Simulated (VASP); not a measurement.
A run of VASP 6.6.1:

File INCAR:

```
  ALGO = Normal
  EDIFF = 1E-6
  ENCUT = 520
  GGA = PE
  ISIF = 2
  ISMEAR = 0
  ISPIN = 2
  LASPH = True
  LCHARG = False
  LMAXMIX = 4
  LORBIT = 11
  LREAL = False
  LWAVE = False
  MAGMOM = 3 0 0 0 0
  NBANDS = 30
  NELM = 150
  PREC = Accurate
  SIGMA = 0.1
```

KPOINTS

```
k-points
0
Gamma
  4 4 4
```

File POSCAR:

```
CrPS3
1.0
    4.4838129600      0.0000000000      0.0000000000
    0.0000000000      4.4838129600      0.0000000000
    0.0000000000      0.0000000000      4.4838129600
Cr P S
1 1 3
Direct
    0.0000000000      0.0000000000      0.0000000000
    0.5000000000      0.5000000000      0.5000000000
    0.5000000000      0.0000000000      0.0000000000
    0.0000000000      0.5000000000      0.0000000000
    0.0000000000      0.0000000000      0.5000000000
```

Potentials or basis: VASP PAW PBE potentials, release 64 (Cr_pv, P, S).

Command:

```sh
$ cat potpaw_PBE.64/Cr_pv/POTCAR potpaw_PBE.64/P/POTCAR potpaw_PBE.64/S/POTCAR > POTCAR
$ mpirun -np 1 vasp_std > vasp.out
```

Hardware: 1 thread of Intel(R) Xeon(R) Platinum 8259CL CPU @ 2.50GHz (Skylake/Cascade Lake), on a shared host.

Question: Estimate the wall time of this run.

Answer: It took 77 s on 1 thread of Intel(R) Xeon(R) Platinum 8259CL CPU @ 2.50GHz (Skylake/Cascade Lake), on a shared host, peak memory 0.25 GiB. Counts: scf iterations 20, k points 10.
